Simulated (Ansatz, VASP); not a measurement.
One calculation of MnO2, two programs

```
Mn O
1.0
     2.87681    0.00000    0.00000
    -1.43840    2.49139    0.00000
     0.00000    0.00000    5.44645
Mn O
1 2
Direct
  0.00000 0.00000 0.00000
  0.33333 0.66667 0.17537
  0.66667 0.33333 0.82463
```

Alike in both runs: task single point; functional revPBE; k mesh 14 × 14 × 6; occupations gaussian, width 0.05 eV; collinear spin.

```csv
,VASP,Ansatz
version,VASP 6.6.1,Ansatz 0.2.0
potentials or method,"VASP PAW PBE potentials, release 64 (Mn_sv, O), cutoff 700 eV","scalar-relativistic, plane waves, PAW"
valence electrons in the cell,27,27
```

Ansatz gave:

```
pressure (GPa)                                                : 3.0
traceless stress, the component that is largest in VASP (GPa) : -0.79
rms of the force components (eV/Å)                            : 0.102
net moment per atom (μB)                                      : 1.00
size of the moment on the site where the two differ most (μB) : 2.53
```

**Question.** What did VASP give for the same quantities?

**Answer.** Pressure (GPa): 2.5; traceless stress, the component that is largest in VASP (GPa): -0.89; rms of the force components (eV/Å): 0.091; net moment per atom (μB): 1.00; size of the moment on the site where the two differ most (μB): 2.76.

VASP's potentials were made for PBE, not for revPBE. Site moments also hang on the region over which each program counts them. Atom by atom the forces differ by 0.011 eV/Å (rms over components).
